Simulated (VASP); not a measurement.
# BeCd15S16 (a cell with a defect) in VASP: notebook, part 2 of 2

VASP 6.6.1. The steps go on from the part before.

## (3) Electric field gradients, PBE

File INCAR:

```
PREC     = Accurate       # precision mode
ENCUT    = 520            # plane-wave cutoff, eV
EDIFF    = 1E-8           # SCF threshold, eV
ISMEAR   = -1             # smearing method
SIGMA    = 0.01           # smearing width, eV
LREAL    = Auto         
LASPH    = T              # aspherical terms in the spheres
NELM     = 100            # most SCF steps
ALGO     = Normal         # electronic algorithm
ISIF     = 2              # what is computed and relaxed
LWAVE    = F              # write WAVECAR
LCHARG   = F              # write CHGCAR
GGA      = PE             # functional
LEFG     = T            
NELECT   = 279.0        
NBANDS   = 161            # bands
LUSENCCL = F
```

File KPOINTS:

```
regular mesh
0
Gamma
  3 3 2
```

File POSCAR:

```
BeCd15S16
1.0
    8.3000000000      0.0000000000      0.0000000000
   -4.1500000000      7.1880108514      0.0000000000
    0.0000000000      0.0000000000     13.4740000000
Be Cd S
1 15 16
Direct
    0.1666666666      0.3333333334      0.0000000000
    0.1666666666      0.3333333334      0.5000000000
    0.1666666666      0.8333333334      0.0000000000
    0.1666666666      0.8333333334      0.5000000000
    0.6666666666      0.3333333334      0.0000000000
    0.6666666666      0.3333333334      0.5000000000
    0.6666666666      0.8333333334      0.0000000000
    0.6666666666      0.8333333334      0.5000000000
    0.3333333334      0.1666666666      0.2500000000
    0.3333333334      0.1666666666      0.7500000000
    0.3333333334      0.6666666666      0.2500000000
    0.3333333334      0.6666666666      0.7500000000
    0.8333333334      0.1666666666      0.2500000000
    0.8333333334      0.1666666666      0.7500000000
    0.8333333334      0.6666666666      0.2500000000
    0.8333333334      0.6666666666      0.7500000000
    0.1666666666      0.3333333334      0.1875000000
    0.1666666666      0.3333333334      0.6875000000
    0.1666666666      0.8333333334      0.1875000000
    0.1666666666      0.8333333334      0.6875000000
    0.6666666666      0.3333333334      0.1875000000
    0.6666666666      0.3333333334      0.6875000000
    0.6666666666      0.8333333334      0.1875000000
    0.6666666666      0.8333333334      0.6875000000
    0.3333333334      0.1666666666      0.4375000000
    0.3333333334      0.1666666666      0.9375000000
    0.3333333334      0.6666666666      0.4375000000
    0.3333333334      0.6666666666      0.9375000000
    0.8333333334      0.1666666666      0.4375000000
    0.8333333334      0.1666666666      0.9375000000
    0.8333333334      0.6666666666      0.4375000000
    0.8333333334      0.6666666666      0.9375000000
```

Potentials or basis: VASP PAW PBE potentials, release 64 (Be, Cd, S).

Started as:

```console
> cat potpaw_PBE.64/Be/POTCAR potpaw_PBE.64/Cd/POTCAR potpaw_PBE.64/S/POTCAR > POTCAR
> mpirun -np 1 vasp_std > vasp.out
```

OUTCAR:

```text
PREC = Accurate
   ENCUT = 520
   EDIFF = 1E-8
   ISMEAR = -1
   LREAL = Auto
   LASPH = T
   NELM = 100
   ISIF = 2
   GGA = PE
   NELECT = 279.0

 ion  position               nearest neighbor table
   1  0.167  0.333  0.000-  17 2.53  28 2.54  30 2.54  26 2.54
   2  0.167  0.333  0.500-  18 2.53  27 2.54  29 2.54  25 2.54
   3  0.167  0.833  0.000-  19 2.53  26 2.54  32 2.54  28 2.54
   4  0.167  0.833  0.500-  20 2.53  25 2.54  31 2.54  27 2.54
   5  0.667  0.333  0.000-  21 2.53  32 2.54  26 2.54  30 2.54
   6  0.667  0.333  0.500-  22 2.53  31 2.54  25 2.54  29 2.54
[... 24 lines left out ...]
  31  0.833  0.667  0.438-  15 2.53   6 2.54   4 2.54   8 2.54
  32  0.833  0.667  0.938-  16 2.53   5 2.54   3 2.54   7 2.54

  LATTYP: Found a hexagonal cell.
 ALAT       =     8.3000000000
 C/A-ratio  =     1.6233734940

  Lattice vectors:

 A1 = (   8.3000000000,   0.0000000000,   0.0000000000)
 A2 = (  -4.1500000000,   7.1880108514,   0.0000000000)
 A3 = (   0.0000000000,   0.0000000000,  13.4740000000)

Analysis of symmetry for initial positions (statically):
=====================================================================
 Subroutine PRICEL returns:
 Original cell was already a primitive cell.

 Routine SETGRP: Setting up the symmetry group for a
 hexagonal supercell.

 Subroutine GETGRP returns: Found  6 space group operations
 (whereof  2 operations were pure point group operations)
 out of a pool of 24 trial point group operations.

The static configuration has the point symmetry C_1h.
 The point group associated with its full space group is C_3v.

Analysis of symmetry for dynamics (positions and initial velocities):
=====================================================================
 Subroutine PRICEL returns:
 Original cell was already a primitive cell.

 Routine SETGRP: Setting up the symmetry group for a
 hexagonal supercell.

 Subroutine GETGRP returns: Found  6 space group operations
 (whereof  2 operations were pure point group operations)
 out of a pool of 24 trial point group operations.

The dynamic configuration has the point symmetry C_1h.
 The point group associated with its full space group is C_3v.

 Subroutine INISYM returns: Found  6 space group operations
 (whereof  2 operations are pure point group operations),
 and found     1 'primitive' translations

----------------------------------------------------------------------------------------

                                     Primitive cell

  volume of cell :     803.8654

  direct lattice vectors                    reciprocal lattice vectors
     8.300000000  0.000000000  0.000000000     0.120481928  0.069560273 -0.000000000
    -4.150000000  7.188010851  0.000000000     0.000000000  0.139120547  0.000000000
     0.000000000  0.000000000 13.474000000     0.000000000 -0.000000000  0.074217011

  length of vectors
     8.300000000  8.300000000 13.474000000     0.139120547  0.139120547  0.074217011

[... 151 lines left out ...]
   LRPA    =     F    only Hartree local field effects (RPA)
 non-spin polarized calculation
  energy-cutoff  :      520.00
  volume of cell :      803.87
 maximum number of plane-waves:     21722
 NGX is ok and might be reduce to    64
   NGX = 31   NGY = 31   NGZ = 51

 number of electron     278.9999975 magnetization

 Free energy of the ion-electron system (eV)
  ---------------------------------------------------
  ext. energy  EPLUGINS =         0.00000000
  ---------------------------------------------------
  free energy    TOTEN  =       -96.92584630 eV

  energy without entropy =      -96.92584630  energy(sigma->0) =      -96.92584630

 E-fermi :   3.6811     XC(G=0):  -9.0380

 val. band max:        3.4727958110   @ k =   0.3333   0.0000   0.0000
 cond. band min:       3.8722918302   @ k =   0.0000   0.0000   0.0000
 fundamental gap:      0.3994960192
 Fermi energy:         3.6810598566

 k-point     1 :       0.0000    0.0000    0.0000
  band No.  band energies     occupation
      1     -11.1142      2.00000
      2     -10.9042      2.00000
      3     -10.8801      2.00000
      4     -10.7126      2.00000
      5     -10.7126      2.00000
      6     -10.6999      2.00000
[... 913 lines left out ...]
    150       5.6831      0.00000
    151       5.7030      0.00000
 [bands above 151 left out]

------------------------ aborting loop because EDIFF is reached ----------------------------------------

  FORCE on cell =-STRESS in cart. coord.  units (eV):
  Direction    XX          YY          ZZ          XY          YZ          ZX
  --------------------------------------------------------------------------------------
  -------------------------------------------------------------------------------------
  Total       15.3402092     15.3402092     19.5696741     -0.0000000     -0.0000000     -0.0000000
  in kB       30.5744396     30.5744396     39.0041499     -0.0000000     -0.0000000     -0.0000000
  external PRESSURE =      33.3843430 kB  Pullay stress =       0.0000000 kB

 VOLUME and BASIS-vectors are now :
 -----------------------------------------------------------------------------
  energy-cutoff  :      520.00
  volume of cell :      803.87
      direct lattice vectors                 reciprocal lattice vectors
     8.300000000  0.000000000  0.000000000     0.120481928  0.069560273 -0.000000000
    -4.150000000  7.188010851  0.000000000     0.000000000  0.139120547  0.000000000
     0.000000000  0.000000000 13.474000000     0.000000000 -0.000000000  0.074217011

 POSITION                                       TOTAL-FORCE (eV/Angst)
 -----------------------------------------------------------------------------------
     -0.00000      2.39600      0.00000        -0.000000     -0.000000      0.029852
     -0.00000      2.39600      6.73700        -0.000000     -0.000000     -0.046566
     -2.07500      5.99001      0.00000        -0.040142     -0.023176     -0.033843
     -2.07500      5.99001      6.73700        -0.002227     -0.001286     -0.065736
      4.15000      2.39600      0.00000        -0.000000      0.046352     -0.033843
      4.15000      2.39600      6.73700        -0.000000      0.002572     -0.065736
[... 24 lines left out ...]
      4.15000      4.79201      5.89487        -0.000000     -0.000000      0.064652
      4.15000      4.79201     12.63188        -0.000000     -0.000000      0.063438
 -----------------------------------------------------------------------------------
    total drift:                               -0.000003      0.000000     -0.035962

  FREE ENERGIE OF THE ION-ELECTRON SYSTEM (eV)
  ---------------------------------------------------
  free  energy   TOTEN  =       -96.9258462983 eV

  energy  without entropy=      -96.9258462981  energy(sigma->0) =      -96.92584630

 Electric field gradients (V/A^2)
---------------------------------------------------------------------
 ion       V_xx      V_yy      V_zz      V_xy      V_xz      V_yz
---------------------------------------------------------------------
   1       0.075     0.075    -0.150     0.000     0.000    -0.000
   2       2.578     2.578    -5.156     0.000     0.000    -0.000
   3       2.194     2.399    -4.593    -0.178    -1.137    -0.656
   4       1.971     2.029    -4.000    -0.049    -0.113    -0.065
   5       2.502     2.091    -4.593     0.000     0.000     1.313
   6       2.057     1.943    -4.000     0.000     0.000     0.130
[... 24 lines left out ...]
  31      -1.168    -1.168     2.336     0.000    -0.000     0.000
  32      -1.598    -1.598     3.196     0.000    -0.000     0.000
---------------------------------------------------------------------

 Electric field gradients after diagonalization (V/A^2)
 (convention: |V_zz| > |V_xx| > |V_yy|)
----------------------------------------------------------------------
 ion       V_xx      V_yy      V_zz     asymmetry (V_yy - V_xx)/ V_zz
----------------------------------------------------------------------
   1       0.075     0.075    -0.150       0.003
   2       2.579     2.578    -5.156       0.000
   3       2.502     2.340    -4.842       0.033
   4       2.057     1.946    -4.003       0.028
   5       2.502     2.340    -4.842       0.033
   6       2.057     1.946    -4.003       0.028
[... 24 lines left out ...]
  31      -1.168    -1.167     2.336       0.000
  32      -1.598    -1.598     3.196       0.000
----------------------------------------------------------------------

           NMR quadrupolar parameters

 Cq : quadrupolar parameter    Cq=e*Q*V_zz/h
 eta: asymmetry parameters     (V_yy - V_xx)/ V_zz
 Q  : nuclear electric quadrupole moment in mb (millibarn)
----------------------------------------------------------------------
 ion       Cq(MHz)       eta       Q (mb)
----------------------------------------------------------------------
   1      -0.000       0.003       1.000
   2      -0.012       0.000       1.000
   3      -0.012       0.033       1.000
   4      -0.010       0.028       1.000
   5      -0.012       0.033       1.000
   6      -0.010       0.028       1.000
[... 24 lines left out ...]
  31       0.006       0.000       1.000
  32       0.008       0.000       1.000
----------------------------------------------------------------------
```

Run time: 2.3 min. Hardware: 1 × NVIDIA H100 80GB with 1 thread of AMD EPYC 7R13 (Zen 3), shared host; peak memory 1.9 GiB.

Results:

- Free energy: -96.9258 eV
- Largest force: 1.709 eV/Å
- Largest electric field gradient by atom: Be -0.1; Cd -5.2, -4.8, -4.0, -3.5, -3.9, -3.8, -4.5 (each value once); S +20.8, +1.6, +2.3, +2.6, +2.8, +17.4, +3.2 (each value once) V/Å²

Forces in eV/Å, atoms in the order of the input:
```
Be   0.000  0.000  0.030
Cd   0.000  0.000 -0.047
Cd  -0.040 -0.023 -0.034
Cd  -0.002 -0.001 -0.066
Cd   0.000  0.046 -0.034
Cd   0.000  0.003 -0.066
Cd   0.040 -0.023 -0.034
Cd   0.002 -0.001 -0.066
Cd   0.007 -0.004 -0.099
Cd  -0.035  0.020 -0.061
Cd   0.000  0.008 -0.099
Cd   0.000 -0.041 -0.061
Cd  -0.007 -0.004 -0.099
Cd   0.035  0.020 -0.061
Cd   0.000  0.000 -0.070
Cd   0.000  0.000 -0.051
S    0.000  0.000 -1.709
S    0.000  0.000  0.041
S    0.004  0.002  0.070
S    0.005  0.003  0.070
S    0.000 -0.005  0.070
S    0.000 -0.005  0.070
S   -0.004  0.002  0.070
S   -0.005  0.003  0.070
S   -0.004  0.003  0.054
S   -1.377  0.795  0.624
S    0.000 -0.005  0.054
S    0.000 -1.590  0.624
S    0.004  0.003  0.054
S    1.377  0.795  0.624
S    0.000  0.000  0.065
S    0.000  0.000  0.063
```

Electric field gradients, principal values (V/Å²):
```csv
atom,least,middle,greatest (by size)
1 Be,0.075,0.075,-0.150
2 Cd,2.578,2.579,-5.156
3 Cd,2.340,2.502,-4.842
4 Cd,1.946,2.057,-4.003
5 Cd,2.340,2.502,-4.842
6 Cd,1.946,2.057,-4.003
7 Cd,2.339,2.502,-4.841
8 Cd,1.945,2.058,-4.003
9 Cd,1.087,2.449,-3.536
10 Cd,1.839,2.084,-3.923
11 Cd,1.087,2.450,-3.536
12 Cd,1.839,2.084,-3.923
13 Cd,1.087,2.450,-3.536
14 Cd,1.839,2.084,-3.923
15 Cd,1.884,1.885,-3.770
16 Cd,2.252,2.253,-4.506
17 S,-10.392,-10.393,20.785
18 S,-0.825,-0.826,1.650
19 S,-0.692,-1.645,2.337
20 S,-1.268,-1.316,2.583
21 S,-0.692,-1.645,2.337
22 S,-1.268,-1.316,2.583
23 S,-0.692,-1.644,2.337
24 S,-1.267,-1.316,2.583
25 S,-1.393,-1.448,2.841
26 S,-7.308,-10.063,17.371
27 S,-1.392,-1.449,2.841
28 S,-7.308,-10.064,17.372
29 S,-1.392,-1.449,2.841
30 S,-7.308,-10.064,17.372
31 S,-1.167,-1.168,2.336
32 S,-1.598,-1.598,3.196
```

Caveat: the cell carries a net charge on a neutralising background, which shifts energy and pressure; the cell is charged against a uniform background, so pressure and absolute levels hang on convention; without QUAD_EFG the Cq values of the log hold for a quadrupole moment of 1 mb, not for the nuclei; an odd number of electrons without spin polarisation forces a metal; a magnetic or distorted state may lie lower.
